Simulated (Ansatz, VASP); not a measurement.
Mg5Te in VASP and in Ansatz

```
CELL_PARAMETERS angstrom
5.40499 0.00000 0.00000
-2.70249 4.68086 0.00000
0.00000 0.00000 6.31102
ATOMIC_POSITIONS crystal
Mg 0.33333 0.66667 0.00000
Mg 0.66667 0.33333 0.00000
Mg 0.33333 0.66667 0.50000
Mg 0.66667 0.33333 0.50000
Mg 0.00000 0.00000 0.50000
Te 0.00000 0.00000 0.00000
```

Alike in both runs: functional PBE; k mesh 6 × 6 × 4; occupations gaussian, width 0.1 eV; no spin polarisation.

Ansatz relaxed the structure, and its values are those at the end. VASP's run is a single point on that final structure, the one shown.

```csv
,VASP,Ansatz
version,VASP 6.6.1,Ansatz 0.2.0
potentials or method,"VASP PAW PBE potentials, release 64 (Mg, Te), cutoff 520 eV","scalar-relativistic, plane waves, PAW"
valence electrons in the cell,16,66
```

```csv
,VASP,Ansatz,Ansatz less VASP
gap on the k mesh at the Fermi level (eV),none,none,-
pressure (GPa),0.1,0.2,+0.06
```

A gap of «none» marks a metal or a gap that the smearing closes. With one functional, cell and mesh, what is left measures potentials, basis and numerics. VASP's potentials hold 16 valence electrons a cell and Ansatz's 66, so a difference there can come from the potentials and not from the codes.

Spin-orbit coupling is off throughout.
